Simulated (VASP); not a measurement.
# CuAu (P4/mmm) in VASP: a series of runs, part 2 of 2

VASP 6.6.1. The steps go on from the part before.

### 4 Single point, PBE (strain -0.025 along x and y, +0.000 along z)

Input file INCAR:

```
PREC     = Accurate       # precision mode
ENCUT    = 520            # plane-wave cutoff, eV
EDIFF    = 1E-6           # SCF threshold, eV
ISMEAR   = 0              # smearing method
SIGMA    = 0.15           # smearing width, eV
LREAL    = F              # projectors in reciprocal space
LASPH    = T              # aspherical terms in the spheres
NELM     = 80             # most SCF steps
ALGO     = Fast           # electronic algorithm
ISIF     = 2              # what is computed and relaxed
LWAVE    = F              # write WAVECAR
LCHARG   = T              # write CHGCAR
GGA      = PE             # functional
LELF     = T              # ELF
LVHAR    = T            
NBANDS   = 18             # bands
```

Input file KPOINTS:

```
Automatic mesh
0
Gamma
  18 18 14
```

Input file POSCAR:

```
CuAu
1.0
    2.7300000000      0.0000000000      0.0000000000
    0.0000000000      2.7300000000      0.0000000000
    0.0000000000      0.0000000000      3.6700000000
Cu Au
1 1
Direct
    0.5000000000      0.5000000000      0.5000000000
    0.0000000000      0.0000000000      0.0000000000
```

Command:

```sh
$ cat potpaw_PBE.64/Cu/POTCAR potpaw_PBE.64/Au/POTCAR > POTCAR
$ mpirun -np 1 vasp_std > vasp.out
```

It took 78 s on 1 thread of Intel Xeon 6975P-C (Granite Rapids), shared host; peak memory 0.32 GiB.

It converged, with:

```yaml
Free_energy: -6.9317 eV
Pressure: 16.7 GPa
Band_gap_on_the_k_mesh: zero (band 11 reaches 15.39 eV, above the bottom of band 12 at 7.63 eV)
```

Stress tensor (GPa, compression positive):
```
17.64  0.00  0.00
 0.00 17.64  0.00
 0.00  0.00 14.93
```

Levels at points of the mesh, in eV from the Fermi level:
```
           k point  band 7  band 8  band 9  band 10  band 11  band 12  band 13  band 14  band 15  band 16
(0.00, 0.00, 0.00)   -3.08   -2.36   -1.81    -1.56    -1.56     1.61     8.10    10.57    10.57    17.40
(0.50, 0.00, 0.00)   -3.35   -3.25   -2.59    -2.36    -0.87     0.08     9.33     9.53    11.50    11.67
(0.50, 0.50, 0.00)   -1.73   -1.57   -1.48    -1.48     0.63     0.63     5.81     7.50    10.02    11.66
(0.00, 0.00, 0.50)   -3.52   -2.82   -2.63    -2.50    -2.50    -2.11    14.75    15.18    15.18    15.24
(0.50, 0.00, 0.50)   -1.88   -1.82   -1.74    -1.67    -1.35    -1.34     3.00     4.66    16.11    16.55
(0.50, 0.50, 0.50)   -3.42   -2.35   -1.72    -1.56     5.65     5.65     5.72     6.91     7.18     7.18
```

Caveat: the cell differs from its parent crystal (strain -0.025 along x and y, +0.000 along z); spin-orbit coupling is left out, which moves the levels of the heavy elements.

### 5 Single point, PBE (strain +0.050 along x and y, -0.050 along z)

Input file INCAR:

```
PREC = Accurate ; ENCUT = 520
EDIFF = 1E-6 ; ISMEAR = 0
SIGMA = 0.15 ; LREAL = F
LASPH = T ; NELM = 100
ALGO = Fast ; ISIF = 2
LWAVE = F ; LCHARG = F
GGA = PE ; NBANDS = 18
```

Input file KPOINTS:

```
regular mesh
0
Gamma
  18 18 14
```

Input file POSCAR:

```
CuAu
1.0
    2.9400000000      0.0000000000      0.0000000000
    0.0000000000      2.9400000000      0.0000000000
    0.0000000000      0.0000000000      3.4865000000
Cu Au
1 1
Direct
    0.5000000000      0.5000000000      0.5000000000
    0.0000000000      0.0000000000      0.0000000000
```

Command:

```sh
$ cat potpaw_PBE.64/Cu/POTCAR potpaw_PBE.64/Au/POTCAR > POTCAR
$ mpirun -np 1 vasp_std > vasp.out
```

Run time: 3.9 min. Hardware: 1 thread of AMD EPYC 9R45 (Zen 5), shared host; peak memory 0.31 GiB.

The run converged. Its results:

* Free energy: -7.0636 eV
* Pressure: -0.6 GPa
* Band gap on the k mesh: zero (band 11 reaches 13.10 eV, above the bottom of band 12 at 6.18 eV)

Stress tensor (GPa, compression positive):
```
-0.83  0.00  0.00
 0.00 -0.83  0.00
 0.00  0.00 -0.12
```

Levels at points of the mesh, in eV from the Fermi level:
```
           k point  band 8  band 9  band 10  band 11  band 12  band 13  band 14  band 15
(0.00, 0.00, 0.00)   -1.99   -1.64    -1.47    -1.47     3.67     8.70     8.70     9.53
(0.50, 0.00, 0.00)   -2.78   -2.40    -2.19    -1.10    -0.71    10.48    10.56    11.94
(0.50, 0.50, 0.00)   -1.73   -1.30    -1.30     0.23     0.23     4.02     6.01    10.89
(0.00, 0.00, 0.50)   -2.91   -2.36    -2.36    -2.04    -2.03    13.54    13.76    13.76
(0.50, 0.00, 0.50)   -1.80   -1.46    -1.42    -0.82    -0.81     2.44     4.49    14.75
(0.50, 0.50, 0.50)   -2.02   -1.98    -1.73     4.83     5.20     5.44     5.44     6.34
```

Caveat: the cell differs from its parent crystal (strain +0.050 along x and y, -0.050 along z); spin-orbit coupling is left out, which moves the levels of the heavy elements.

### 6 Single point, PBE (strain +0.000 along x and y, +0.050 along z)

Input file INCAR:

```
SYSTEM = CuAu
ALGO = Fast ; EDIFF = 1E-6
ENCUT = 520 ; GGA = PE
ISIF = 2 ; ISMEAR = 0
LASPH = .TRUE. ; LCHARG = .FALSE.
LREAL = .FALSE. ; LWAVE = .FALSE.
NBANDS = 18 ; NELM = 60
PREC = Accurate ; SIGMA = 0.15
```

Input file KPOINTS:

```
k-points
0
G
  18 18 14
  0 0 0
```

Input file POSCAR:

```
CuAu
1.0
    2.8000000000      0.0000000000      0.0000000000
    0.0000000000      2.8000000000      0.0000000000
    0.0000000000      0.0000000000      3.8535000000
Cu Au
1 1
Direct
    0.5000000000      0.5000000000      0.5000000000
    0.0000000000      0.0000000000      0.0000000000
```

Potentials or basis: VASP PAW PBE potentials, release 64 (Cu, Au).

Command:

```sh
$ cat potpaw_PBE.64/Cu/POTCAR potpaw_PBE.64/Au/POTCAR > POTCAR
$ mpirun -np 1 vasp_std > vasp.out
```

Wall time 4.2 min (1 thread of AMD EPYC 9R45 (Zen 5), shared host); peak memory 0.32 GiB.

Results (log left out):

```yaml
Free_energy: -7.0569 eV
Pressure: -0.5 GPa
Band_gap_on_the_k_mesh: zero (band 11 reaches 13.62 eV, above the bottom of band 12 at 6.37 eV)
```

Stress tensor (GPa, compression positive):
```
 0.36  0.00  0.00
 0.00  0.36  0.00
 0.00  0.00 -2.35
```

Levels at points of the mesh, in eV from the Fermi level:
```
           k point  band 8  band 9  band 10  band 11  band 12  band 13  band 14  band 15
(0.00, 0.00, 0.00)   -2.16   -1.65    -1.46    -1.46     1.49     6.83    10.47    10.47
(0.50, 0.00, 0.00)   -2.82   -2.26    -2.06    -0.72     0.03     8.66     8.80    10.23
(0.50, 0.50, 0.00)   -1.52   -1.42    -1.42     1.02     1.02     5.34     6.84     9.65
(0.00, 0.00, 0.50)   -2.60   -2.34    -2.17    -2.17    -1.85    14.56    14.61    14.61
(0.50, 0.00, 0.50)   -1.62   -1.61    -1.59    -0.94    -0.91     2.57     4.03    16.05
(0.50, 0.50, 0.50)   -2.08   -1.52    -1.51     5.41     5.41     5.46     6.25     6.69
```

Caveat: the cell differs from its parent crystal (strain +0.000 along x and y, +0.050 along z); spin-orbit coupling is left out, which moves the levels of the heavy elements.

### 7 Overview

| cell | further INCAR settings | gap on the mesh (eV) | pressure (GPa) |
| --- | --- | --- | --- |
| a = 2.660, b = 2.660, c = 3.853 Å, 2 atoms | ALGO = Fast; EDIFF = 1e-07; NBANDS = 18 | none | 19.1 |
| a = 2.800, b = 2.800, c = 3.486 Å, 2 atoms | ALGO = Fast; EDIFF = 1e-06; NBANDS = 18 | none | 17.0 |
| a = 2.730, b = 2.730, c = 3.670 Å, 2 atoms | ALGO = Fast; EDIFF = 1e-06; NBANDS = 18 | none | 16.7 |
| a = 2.940, b = 2.940, c = 3.486 Å, 2 atoms | ALGO = Fast; EDIFF = 1e-06; NBANDS = 18 | none | -0.6 |
| a = 2.800, b = 2.800, c = 3.853 Å, 2 atoms | ALGO = Fast; EDIFF = 1e-06; NBANDS = 18 | none | -0.5 |

Alike in all rows: task single point; level PBE; potentials or basis VASP PAW PBE potentials, release 64 (Cu, Au); no spin polarisation; k mesh 18 × 18 × 14; cutoff (eV) 520; smearing gaussian 0.15 eV.

Caveats: spin-orbit coupling is left out, which moves the levels of the heavy elements.

Absolute energies hang on the potentials; compare differences alone.
